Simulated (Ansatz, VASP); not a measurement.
**Cu: VASP beside Ansatz**

```
CELL_PARAMETERS angstrom
1.23864 -4.47428 0.00000
1.23864 4.47428 0.00000
0.00000 0.00000 2.51421
ATOMIC_POSITIONS crystal
Cu 0.13404 0.86596 0.25000
Cu 0.86596 0.13404 0.75000
```

Change from the starting cell: normal strain along x +0.0000, normal strain along y +0.1100.

Alike in both runs: task single point; functional PBE; k mesh 18 × 18 × 18; occupations gaussian, width 0.15 eV; no spin polarisation.

|  | VASP | Ansatz |
| --- | --- | --- |
| version | VASP 6.6.1 | Ansatz 0.2.0 |
| potentials or method | VASP PAW PBE potentials, release 64 (Cu), cutoff 520 eV | scalar-relativistic, plane waves, PAW |
| valence electrons in the cell | 22 | 38 |

|  | VASP | Ansatz | Ansatz less VASP |
| --- | --- | --- | --- |
| gap on the k mesh at the Fermi level (eV) | none | none | - |
| pressure (GPa) | -9.0 | -9.5 | -0.56 |
| traceless stress, the component that is largest in VASP (GPa) | -6.90 | -6.94 | -0.048 |
| rms of the force components (eV/Å) | 0.011 | 0.014 | +0.0036 |

Atom by atom the forces differ by 0.004 eV/Å (rms over components). A gap of «none» marks a metal or a gap that the smearing closes. The functional is the same, so the differences come from potentials, cutoffs and numerics. VASP's potentials hold 22 valence electrons a cell and Ansatz's 38, so a difference there can come from the potentials and not from the codes.
